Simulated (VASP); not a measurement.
# SiC (pbesol) (Fm-3m) in VASP: further runs, part 2 of 2

VASP 6.6.1. Earlier steps stand in the parts before.

## Step 3: Single point, PBEsol

This run uses another cell than the first one, of 9.10 Å³/atom, 1.453 times its volume.

INCAR reads:

```
PREC     = Accurate       # precision mode
ENCUT    = 600            # plane-wave cutoff, eV
EDIFF    = 1E-6           # SCF threshold, eV
ISMEAR   = 0              # smearing method
SIGMA    = 0.1            # smearing width, eV
LREAL    = F              # projectors in reciprocal space
LASPH    = T              # aspherical terms in the spheres
NELM     = 120            # most SCF steps
ALGO     = Normal         # electronic algorithm
ISIF     = 2              # what is computed and relaxed
LWAVE    = F              # write WAVECAR
LCHARG   = T              # write CHGCAR
GGA      = PS             # functional
LELF     = T              # ELF
LVHAR    = T            
NBANDS   = 11             # bands
GGA_COMPAT= F
```

KPOINTS reads:

```
Automatic mesh
0
Gamma
  8 8 8
```

POSCAR reads:

```
SiC
1.0
    0.0000000000      2.0881007700      2.0881007700
    2.0881007700      0.0000000000      2.0881007700
    2.0881007700      2.0881007700      0.0000000000
C Si
1 1
Direct
    0.0000000000      0.0000000000      0.0000000000
    0.5000000000      0.5000000000      0.5000000000
```

Potentials or basis: VASP PAW PBE potentials, release 64 (C, Si).

Launch:

```
> cat potpaw_PBE.64/C/POTCAR potpaw_PBE.64/Si/POTCAR > POTCAR
> mpirun -np 1 vasp_std > vasp.out
```

OUTCAR:

```text
PREC = Accurate
   ENCUT = 600
   EDIFF = 1E-6
   ISMEAR = 0
   LREAL = F
   LASPH = T
   NELM = 120
   ISIF = 2
   GGA = PS

 ion  position               nearest neighbor table
   1  0.000  0.000  0.000-   2 2.09   2 2.09   2 2.09   2 2.09   2 2.09   2 2.09
   2  0.500  0.500  0.500-   1 2.09   1 2.09   1 2.09   1 2.09   1 2.09   1 2.09

  LATTYP: Found a face centered cubic cell.
 ALAT       =     4.1762015400

  Lattice vectors:

 A1 = (   0.0000000000,   2.0881007700,   2.0881007700)
 A2 = (   2.0881007700,   0.0000000000,   2.0881007700)
 A3 = (   2.0881007700,   2.0881007700,   0.0000000000)

Analysis of symmetry for initial positions (statically):
=====================================================================
 Subroutine PRICEL returns:
 Original cell was already a primitive cell.

 Routine SETGRP: Setting up the symmetry group for a
 face centered cubic supercell.

 Subroutine GETGRP returns: Found 48 space group operations
 (whereof 48 operations were pure point group operations)
 out of a pool of 48 trial point group operations.

The static configuration has the point symmetry O_h .
[... 170 lines left out ...]
      1      -6.4711      2.00000
      2      10.9469      0.02016
      3      10.9469      0.02016
      4      10.9469      0.02016
      5      16.8741      0.00000
      6      19.7959      0.00000
      7      19.7959      0.00000
      8      19.7959      0.00000
      9      22.5213      0.00000
     10      22.5213      0.00000
     11      22.5213      0.00000
[... 309 lines left out ...]
 k-point    24 :      -0.3750    0.2500    0.1250
  band No.  band energies     occupation
      1      -0.8704      2.00000
      2       1.0607      2.00000
      3       6.6137      2.00000
      4       7.9185      2.00000
      5      14.4941      0.00000
      6      16.6955      0.00000
      7      20.0155      0.00000
      8      22.3834      0.00000
      9      24.1545      0.00000
     10      25.1377      0.00000
     11      28.9032      0.00000

 [... further k-points ...]

------------------------ aborting loop because EDIFF is reached ----------------------------------------

  FORCE on cell =-STRESS in cart. coord.  units (eV):
  Direction    XX          YY          ZZ          XY          YZ          ZX
  --------------------------------------------------------------------------------------
  -------------------------------------------------------------------------------------
  Total       -2.2699457     -2.2699457     -2.2699457     -0.0000000     -0.0000000      0.0000000
  in kB     -199.7292589   -199.7292589   -199.7292589     -0.0000000     -0.0000000      0.0000000
  external PRESSURE =    -199.7292589 kB  Pullay stress =       0.0000000 kB

 VOLUME and BASIS-vectors are now :
 -----------------------------------------------------------------------------
  energy-cutoff  :      600.00
  volume of cell :       18.21
      direct lattice vectors                 reciprocal lattice vectors
     0.000000000  2.088100770  2.088100770    -0.239452045  0.239452045  0.239452045
     2.088100770  0.000000000  2.088100770     0.239452045 -0.239452045  0.239452045
     2.088100770  2.088100770  0.000000000     0.239452045  0.239452045 -0.239452045

 POSITION                                       TOTAL-FORCE (eV/Angst)
 -----------------------------------------------------------------------------------
      0.00000      0.00000      0.00000        -0.000000      0.000000     -0.000000
      2.08810      2.08810      2.08810         0.000000     -0.000000      0.000000
 -----------------------------------------------------------------------------------
    total drift:                                0.000000     -0.000000     -0.000000

  FREE ENERGIE OF THE ION-ELECTRON SYSTEM (eV)
  ---------------------------------------------------
  free  energy   TOTEN  =       -14.4777296671 eV

  energy  without entropy=      -14.4722998356  energy(sigma->0) =      -14.47501475
```

OSZICAR:

```text
N       E                     dE             d eps       ncg     rms          rms(c)
DAV:   1     0.275565301872E+01    0.27557E+01   -0.45259E+03   638   0.758E+02
DAV:   2    -0.151068059008E+02   -0.17862E+02   -0.17138E+02   825   0.101E+02
DAV:   3    -0.156611384334E+02   -0.55433E+00   -0.54984E+00   775   0.144E+01
DAV:   4    -0.156627697088E+02   -0.16313E-02   -0.16312E-02   730   0.950E-01
DAV:   5    -0.156627739195E+02   -0.42107E-05   -0.42112E-05   764   0.455E-02    0.722E+00
DAV:   6    -0.144903764352E+02    0.11724E+01   -0.44706E+00   680   0.910E+00    0.294E+00
DAV:   7    -0.144822802893E+02    0.80961E-02   -0.19843E-01   707   0.269E+00    0.133E+00
DAV:   8    -0.144785553959E+02    0.37249E-02   -0.12691E-02   671   0.642E-01    0.262E-01
DAV:   9    -0.144777577128E+02    0.79768E-03   -0.43895E-03   701   0.290E-01    0.115E-01
DAV:  10    -0.144777312080E+02    0.26505E-04   -0.33209E-04   671   0.987E-02    0.399E-02
DAV:  11    -0.144777302436E+02    0.96434E-06   -0.12222E-05   725   0.263E-02    0.485E-03
DAV:  12    -0.144777296671E+02    0.57649E-06   -0.25536E-06   444   0.779E-03
   1 F= -.14477730E+02 E0= -.14475015E+02  d E =-.542983E-02
```

stdout:

```text
POSCAR found type information on POSCAR C Si
 POSCAR found :  2 types and       2 ions
 scaLAPACK will be used
 -----------------------------------------------------------------------------
|                                                                             |
|                                                                             |
|     You enforced a specific xc type in the INCAR file but a different       |
|     I HOPE YOU KNOW WHAT YOU ARE DOING!                                     |
|                                                                             |
 -----------------------------------------------------------------------------

 LDA part: xc-table for (Slater+PW92), standard interpolation
 POSCAR, INCAR and KPOINTS ok, starting setup
 FFT: planning ... GRIDC
 FFT: planning ... GRID_SOFT
 FFT: planning ... GRID
 WAVECAR not read
 entering main loop
```

Run time: 8.3 s. Hardware: 1 thread of Intel Xeon 8259CL, shared host; peak memory 0.13 GiB.

What came out:

```
Free energy            : -14.4777 eV
Pressure               : -20.0 GPa
Band gap on the k mesh : zero (band 4 reaches 11.08 eV, above the bottom of band 5 at 9.46 eV)
```

Levels at points of the mesh, in eV from the Fermi level:
```csv
k point,band 2,band 3,band 4,band 5,band 6,band 7
"(0.00, 0.00, 0.00)",0.16,0.16,0.16,6.09,9.01,9.01
"(0.50, 0.00, 0.00)",-10.69,-0.67,-0.67,5.01,5.01,5.45
"(0.50, 0.50, 0.00)",-8.87,-3.79,-3.79,-1.32,2.99,13.67
```

Caveat: the PAW data sets were made with another functional, which shifts forces and pressure a little.

## Step 4: Single point, PBEsol

INCAR reads:

```
PREC     = Accurate       # precision mode
ENCUT    = 600            # plane-wave cutoff, eV
EDIFF    = 1E-6           # SCF threshold, eV
ISMEAR   = 0              # smearing method
SIGMA    = 0.02           # smearing width, eV
LREAL    = False          # projectors in reciprocal space
LASPH    = True           # aspherical terms in the spheres
NELM     = 120            # most SCF steps
ALGO     = Normal         # electronic algorithm
ISIF     = 2              # what is computed and relaxed
LWAVE    = False          # write WAVECAR
LCHARG   = False          # write CHGCAR
GGA      = PS             # functional
NBANDS   = 11             # bands
GGA_COMPAT= False
```

KPOINTS reads:

```
Automatic mesh
0
Gamma
  12 12 12
```

POSCAR reads:

```
SiC
1.0
    0.0000000000      1.8436272668      1.8436272668
    1.8436272668      0.0000000000      1.8436272668
    1.8436272668      1.8436272668      0.0000000000
C Si
1 1
Direct
    0.0000000000      0.0000000000      0.0000000000
    0.5000000000      0.5000000000      0.5000000000
```

Launch:

```
> cat potpaw_PBE.64/C/POTCAR potpaw_PBE.64/Si/POTCAR > POTCAR
> mpirun -np 1 vasp_std > vasp.out
```

It took 14 s on 1 thread of Intel Xeon 8259CL, shared host; peak memory 0.14 GiB.

It converged, with:

```yaml
Free_energy: -13.3902 eV
Pressure: 125.8 GPa
Band_gap_on_the_k_mesh: 0.94 eV, indirect (least direct gap 6.49 eV)
```

Levels at points of the mesh, in eV from the valence-band top:
| k point | band 1 | band 2 | band 3 | band 4 | band 5 | band 6 | band 7 | band 8 | band 9 |
| --- | --- | --- | --- | --- | --- | --- | --- | --- | --- |
| (0.00, 0.00, 0.00) | -22.07 | 0.00 | 0.00 | 0.00 | 8.90 | 8.90 | 8.90 | 13.21 | 15.30 |
| (0.50, 0.00, 0.00) | -15.66 | -14.08 | -1.94 | -1.94 | 6.66 | 6.66 | 7.71 | 12.80 | 18.39 |
| (0.50, 0.50, 0.00) | -13.05 | -12.67 | -5.54 | -5.54 | 0.94 | 1.20 | 19.05 | 19.32 | 19.32 |

Caveat: the PAW data sets were made with another functional, which shifts forces and pressure a little. A k mesh can miss the band edges.

## Step 5: Overview

```csv
cell,k mesh,smearing,gap on the mesh (eV),pressure (GPa)
"a = 2.607 Å, angles 60.0°, 2 atoms",8 × 8 × 8,gaussian 0.1 eV,0.94,125.6
"a = 2.953 Å, angles 60.0°, 2 atoms",8 × 8 × 8,gaussian 0.1 eV,none,-20.0
"a = 2.607 Å, angles 60.0°, 2 atoms",12 × 12 × 12,gaussian 0.02 eV,0.94,125.8
```

Alike in all rows: task single point; level PBEsol; potentials or basis VASP PAW PBE potentials, release 64 (C, Si); no spin polarisation; cutoff (eV) 600.

Caveats: the PAW data sets were made with another functional, which shifts forces and pressure a little.

Absolute energies hang on the potentials; compare differences alone.
